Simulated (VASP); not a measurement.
Input of a VASP 6.6.1 run:

Contents of POSCAR:

```
As
1.0
    1.7950784285      1.0363890139      5.0542643309
   -1.7950784285      1.0363890139      5.0542643309
    0.0000000000     -2.0727780278      5.0542643309
As
2
Direct
    0.7883402482      0.7883402482      0.7883402482
    0.2116597518      0.2116597518      0.2116597518
```

File INCAR.step1:

```
SYSTEM = As
ALGO = Normal
EDIFF = 1E-4
ENCUT = 520
GGA = PE
ISMEAR = -1
LASPH = .TRUE.
LCHARG = .FALSE.
LREAL = .FALSE.
LWAVE = .TRUE.
NBANDS = 12
NELM = 80
PREC = Accurate
SIGMA = 0.1
```

INCAR.step2

```
SYSTEM = As
ALGO = Normal
EDIFF = 1E-6
ENCUT = 520
ISIF = 2
ISMEAR = -1
ISTART = 1
LASPH = .TRUE.
LCHARG = .TRUE.
LELF = .TRUE.
LMIXTAU = .TRUE.
LREAL = .FALSE.
LVHAR = .TRUE.
LWAVE = .FALSE.
METAGGA = R2SCAN
NBANDS = 12
NELM = 80
PREC = Accurate
SIGMA = 0.1
```

File KPOINTS:

```
k-points
0
G
  2 2 2
  0 0 0
```

Potentials or basis: VASP PAW PBE potentials, release 64 (As).

Launch:

```sh
$ cat potpaw_PBE.64/As/POTCAR > POTCAR
$ cp INCAR.step1 INCAR
$ mpirun -np 1 vasp_std > vasp.out
$ cp INCAR.step2 INCAR
$ mpirun -np 1 vasp_std > vasp.out
```

Problem. Predict the largest force.

Solution. 0.195 eV/Å.

Problem. Estimate the pressure.

Solution. 4.8 GPa.

Problem. What does it give for the band gap on the k mesh?

Solution. 1.00 eV (least direct gap 1.24 eV).

Forces on the atoms (eV/Å):
```
As   0.000  0.000  0.195
As   0.000  0.000 -0.195
```

Caveat: the k points lie up to 1.03 Å⁻¹ apart, too coarse for converged energies, forces and pressures; the PAW data sets were made with another functional, which shifts forces and pressure a little. A k mesh can miss the band edges.
